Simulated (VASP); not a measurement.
A run of VASP 6.6.1 is set up as follows.

The input INCAR:

```
PREC     = Accurate       # precision mode
ENCUT    = 520            # plane-wave cutoff, eV
EDIFF    = 1E-6           # SCF threshold, eV
ISMEAR   = 0              # smearing method
SIGMA    = 0.1            # smearing width, eV
LREAL    = F              # projectors in reciprocal space
LASPH    = T              # aspherical terms in the spheres
NELM     = 80             # most SCF steps
ALGO     = Normal         # electronic algorithm
ISIF     = 2              # what is computed and relaxed
LWAVE    = F              # write WAVECAR
LCHARG   = T              # write CHGCAR
GGA      = PE             # functional
LELF     = T              # ELF
LVHAR    = T            
NBANDS   = 22             # bands
```

The input KPOINTS:

```
regular mesh
0
Gamma
  3 3 3
```

The input POSCAR:

```
SiSbTe3
1.0
    3.4766374000      2.0072375400      3.5682692800
   -3.4766374000      2.0072375400      3.5682692800
    0.0000000000     -4.0144750800      3.5682692800
Si Sb Te
1 1 3
Direct
    0.2346738500      0.2346738500      0.2346738500
    0.4567627600      0.4567627600      0.4567627600
    0.4904888700      0.0161814400      0.4904888700
    0.4904888700      0.4904888700      0.0161814400
    0.0161814400      0.4904888700      0.4904888700
```

Potentials or basis: VASP PAW PBE potentials, release 64 (Si, Sb, Te).

Run with:

```sh
$ cat potpaw_PBE.64/Si/POTCAR potpaw_PBE.64/Sb/POTCAR potpaw_PBE.64/Te/POTCAR > POTCAR
$ mpirun -np 1 vasp_std > vasp.out
```

Task: Predict the pressure.

Result: 48.4 GPa.

Task: Predict the largest force.

Result: 17.206 eV/Å.

Stress tensor (GPa, compression positive):
```
49.79  0.00  0.00
 0.00 49.79  0.00
 0.00  0.00 45.66
```

Caveat: the k points lie up to 0.40 Å⁻¹ apart; forces of over 1 eV/Å act on the atoms, so gaps and moduli don't describe the material at rest.
